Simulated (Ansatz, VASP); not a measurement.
One calculation of In7GaP8, two programs

Contents of INCAR:

```
PREC = Accurate
ENCUT = 520
EDIFF = 1E-6
ISMEAR = 0
SIGMA = 0.02
LREAL = Auto
LASPH = T
NELM = 80
ALGO = Normal
ISIF = 2
LWAVE = F
LCHARG = F
GGA = PE
IBRION = 2
NSW = 65
EDIFFG = -0.025
```

The input KPOINTS:

```
regular mesh
0
Gamma
  1 1 1
```

The input POSCAR:

```
In7GaP8
1.0
    0.0000000000      5.9597880289     -5.9597880289
    5.9597880289      5.9597880289      0.0000000000
    5.9597880289      0.0000000000     -5.9597880289
Ga In P
1 7 8
Direct
    0.5000000000      0.5000000000      0.0000000000
    0.5000000000      0.0000000000      0.0000000000
    1.0000000000      0.5000000000      0.0000000000
    1.0000000000      0.0000000000      0.0000000000
    0.5000000000      0.5000000000      0.5000000000
    0.5000000000      0.0000000000      0.5000000000
    1.0000000000      0.5000000000      0.5000000000
    1.0000000000      0.0000000000      0.5000000000
    0.3750000000      0.3750000000      0.3750000000
    0.3750000000      0.8750000000      0.3750000000
    0.8750000000      0.3750000000      0.3750000000
    0.8750000000      0.8750000000      0.3750000000
    0.3750000000      0.3750000000      0.8750000000
    0.3750000000      0.8750000000      0.8750000000
    0.8750000000      0.3750000000      0.8750000000
    0.8750000000      0.8750000000      0.8750000000
```

Input for Ansatz:

```yaml
crystal:
  lattice:
    - [0.0, 5.9597880289, -5.9597880289]
    - [5.9597880289, 5.9597880289, 0.0]
    - [5.9597880289, 0.0, -5.9597880289]
  atoms:
    - { symbol: Ga, position: [0.5, 0.5, 0.0] }
    - { symbol: In, position: [0.5, 0.0, 0.0] }
    - { symbol: In, position: [1.0, 0.5, 0.0] }
    - { symbol: In, position: [1.0, 0.0, 0.0] }
    - { symbol: In, position: [0.5, 0.5, 0.5] }
    - { symbol: In, position: [0.5, 0.0, 0.5] }
    - { symbol: In, position: [1.0, 0.5, 0.5] }
    - { symbol: In, position: [1.0, 0.0, 0.5] }
    - { symbol: P, position: [0.375, 0.375, 0.375] }
    - { symbol: P, position: [0.375, 0.875, 0.375] }
    - { symbol: P, position: [0.875, 0.375, 0.375] }
    - { symbol: P, position: [0.875, 0.875, 0.375] }
    - { symbol: P, position: [0.375, 0.375, 0.875] }
    - { symbol: P, position: [0.375, 0.875, 0.875] }
    - { symbol: P, position: [0.875, 0.375, 0.875] }
    - { symbol: P, position: [0.875, 0.875, 0.875] }
  host:
    lattice:
      - [0.0, 2.9798940145, 2.9798940145]
      - [2.9798940145, 0.0, 2.9798940145]
      - [2.9798940145, 2.9798940145, 0.0]
    atoms:
      - { symbol: In, position: [0.0, 0.0, 0.0] }
      - { symbol: P, position: [0.25, 0.25, 0.25] }
basis:
  ecutwfc: 420
  xc_grid: 2
kpoints:
  mp_grid: { grid: [1, 1, 1], shift: [0.0, 0.0, 0.0] }
hamiltonian:
  xc: pbe
scf:
  occupations: { method: gaussian, width: 0.02 }
output:
  forces: true
  stress: false
  eigenvalues: true
  charged_corrections:
    defect_position: [0.5, 0.5, 0.0]
    epsilon: [[15.0794, 0.0, 0.0], [0.0, 15.0794, 0.0], [0.0, 0.0, 15.0794]]
relax:
  adjacent_minimum: "off"
  f_tol: 0.025
  max_steps: 45
```

Alike in both runs: task relaxation of the atoms; functional PBE; k mesh 1 × 1 × 1; occupations gaussian, width 0.02 eV; no spin polarisation.

|  | VASP | Ansatz |
| --- | --- | --- |
| version | VASP 6.6.1 | Ansatz 0.2.0 |
| potentials or method | VASP PAW PBE potentials, release 64 (Ga_d, In_d, P), cutoff 520 eV | scalar-relativistic, plane waves, PAW |
| valence electrons in the cell | 144 | 144 |

|  | VASP | Ansatz | Ansatz less VASP |
| --- | --- | --- | --- |
| gap on the k mesh at the Fermi level, each at its own relaxed structure (eV) | 0.19 | 0.19 | +0.003 |
